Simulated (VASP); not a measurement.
A run of VASP 6.6.1:

Contents of INCAR:

```
SYSTEM = Bi
PREC     = Accurate       ! precision mode
ENCUT    = 600            ! plane-wave cutoff, eV
EDIFF    = 1E-7           ! SCF threshold, eV
ISMEAR   = -1             ! smearing method
SIGMA    = 0.08           ! smearing width, eV
LREAL    = .False.        ! projectors in reciprocal space
LASPH    = .True.         ! aspherical terms in the spheres
NELM     = 60             ! most SCF steps
ALGO     = Normal         ! electronic algorithm
ISIF     = 3              ! what is computed and relaxed
LWAVE    = .False.        ! write WAVECAR
LCHARG   = .False.        ! write CHGCAR
GGA      = CA             ! functional
IBRION   = 2              ! ionic algorithm
NSW      = 60             ! ionic steps
EDIFFG   = -0.005         ! ionic threshold
PSTRESS  = 190.0
```

File KPOINTS:

```
regular mesh
0
Gamma
  14 14 14
  0 0 0
```

File POSCAR:

```
Bi
1.0
   -1.8251677871      1.8251677871      1.8251677871
    1.8251677871     -1.8251677871      1.8251677871
    1.8251677871      1.8251677871     -1.8251677871
Bi
1
Direct
    0.0000000000      0.0000000000      0.0000000000
```

Potentials or basis: VASP PAW LDA potentials, release 64 (Bi_d).

Run with:

```bash
$ cat potpaw_LDA.64/Bi_d/POTCAR > POTCAR
$ mpirun -np 1 vasp_std > vasp.out
```

Hardware: 1 thread of AMD EPYC 7R43 64-Core Processor (Zen 3) (shared host).

Q: Estimate the wall time of this run.

A: Run time: 99 s on 1 thread of AMD EPYC 7R43 64-Core Processor (Zen 3), with other jobs on the host, peak memory 0.13 GiB. Counts: scf iterations 27, k points 104, ion steps 3.
